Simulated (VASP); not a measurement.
Wanted: the native input for a VASP 6.6.1 run.

- Task: single point
- Functional: LDA
- Potentials or basis: VASP PAW LDA potentials, release 64 (Rb_sv, Br)
- Cutoff: 520 eV
- k mesh: 12 × 12 × 12
- Occupations: fermi-dirac, width 0.1 eV
- Spin: no spin polarisation
- Dipole correction: no
- Further INCAR settings: ALGO = Normal; EDIFF = 1e-07; NBANDS = 15

The structure of RbBr (CsCl type) lies in POSCAR:

```
RbBr
1.0
    3.0383662215      0.0000000000      0.0000000000
    0.0000000000      3.0383662215      0.0000000000
    0.0000000000      0.0000000000      3.0383662215
Rb Br
1 1
Direct
    0.0000000000      0.0000000000      0.0000000000
    0.5000000000      0.5000000000      0.5000000000
```

This cell differs from its parent crystal: volume scaled by 0.45.

The input as run:

INCAR

```
SYSTEM = RbBr
PREC = Accurate ; ENCUT = 520
EDIFF = 1E-7 ; ISMEAR = -1
SIGMA = 0.1 ; LREAL = .FALSE.
LASPH = .TRUE. ; NELM = 80
ALGO = Normal ; ISIF = 2
LWAVE = .FALSE. ; LCHARG = .TRUE.
GGA = CA ; LELF = .TRUE.
LVHAR = .TRUE. ; NBANDS = 15
```

KPOINTS

```
regular mesh
0
G
  12 12 12
  0 0 0
```

Potentials or basis: VASP PAW LDA potentials, release 64 (Rb_sv, Br).

Launch:

```bash
$ cat potpaw_LDA.64/Rb_sv/POTCAR potpaw_LDA.64/Br/POTCAR > POTCAR
$ mpirun -np 1 vasp_std > vasp.out
```

Results of the run:

The pressure is 129.3 GPa and the band gap on the k mesh is 0.80 eV, direct.

Run time: 10 s on 1 thread of Intel(R) Xeon(R) 6975P-C (Granite Rapids), on a shared host, peak memory 0.15 GiB.
